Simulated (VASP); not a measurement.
The system is FeO.

```
Fe O
1.0
     2.59494    0.00000    0.00000
     0.00000    2.59494    0.00000
     0.00000    0.00000    2.59494
Fe O
1 1
Direct
  0.00000 0.00000 0.00000
  0.50000 0.50000 0.50000
```

Base run:

| Quantity | Value |
| --- | --- |
| Program | VASP 6.6.1 |
| Functional | PBE |
| Potentials or basis | VASP PAW PBE potentials, release 64 (Fe, O) |
| Cutoff | 520 eV |
| k mesh | 10 × 10 × 10 |
| Occupations | fermi-dirac, width 0.05 eV |
| Spin | collinear spin, ferromagnetic start |
| Starting moments | [3.0, 0.0] μB |

Its results: band gap on the k mesh zero (filled and empty bands overlap); pressure 14.3 GPa; net moment 3.99 μB per cell; site moments Fe +3.52; O +0.38 μB.

Question: The run is repeated on the same cell with these changes: potentials or basis from VASP PAW PBE potentials, release 64 (Fe, O) to VASP PAW PBE potentials, release 64 (Fe_sv, O); cutoff from 520 eV to 600 eV; further incar settings from ALGO = Normal; EDIFF = 1e-06; NBANDS = 18 to ALGO = Normal; EDIFF = 1e-06; NBANDS = 22; valence electrons from 14 to 22. What comes out?

Answer: Band gap on the k mesh zero (filled and empty bands overlap); pressure 11.7 GPa; net moment 4.00 μB per cell; site moments Fe +3.40; O +0.37 μB.

Caveats: a cell with one magnetic atom can't hold antiferromagnetic order, which such compounds often take; semilocal functionals often make such compounds metallic where correlation or magnetic order opens a gap, which also shifts bond lengths.
